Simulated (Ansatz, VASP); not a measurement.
Two plane-wave programs on CsSnI3

```
Cs Sn I
1.0
     6.30320    0.00000    0.00000
     0.00000    6.30320    0.00000
     0.00000    0.00000    6.30320
Cs Sn I
1 1 3
Direct
  0.00000 0.00000 0.00000
  0.50000 0.50000 0.50000
  0.00000 0.50000 0.50000
  0.50000 0.00000 0.50000
  0.50000 0.50000 0.00000
```

Alike in both runs: task single point; functional r2SCAN; k mesh 4 × 4 × 4; no spin polarisation.

|  | VASP | Ansatz |
| --- | --- | --- |
| version | VASP 6.6.1 | Ansatz 0.2.0 |
| potentials or method | VASP PAW PBE potentials, release 64 (Cs_sv, Sn_d, I) | plane waves, PAW |
| plane-wave cutoff (eV) | 520 | 500 |
| occupations | gaussian, width 0.01 eV | fixed |
| valence electrons in the cell | 44 | 74 |

|  | VASP | Ansatz | Ansatz less VASP |
| --- | --- | --- | --- |
| gap on the k mesh at the Fermi level (eV) | 0.64 | 0.64 | +0.001 |
| pressure (GPa) | -0.5 | -0.5 | +0.01 |

VASP's potentials were made for PBE, not for r2SCAN. VASP's potentials hold 44 valence electrons a cell and Ansatz's 74, so a difference there can come from the potentials and not from the codes.

Spin-orbit coupling is off throughout.
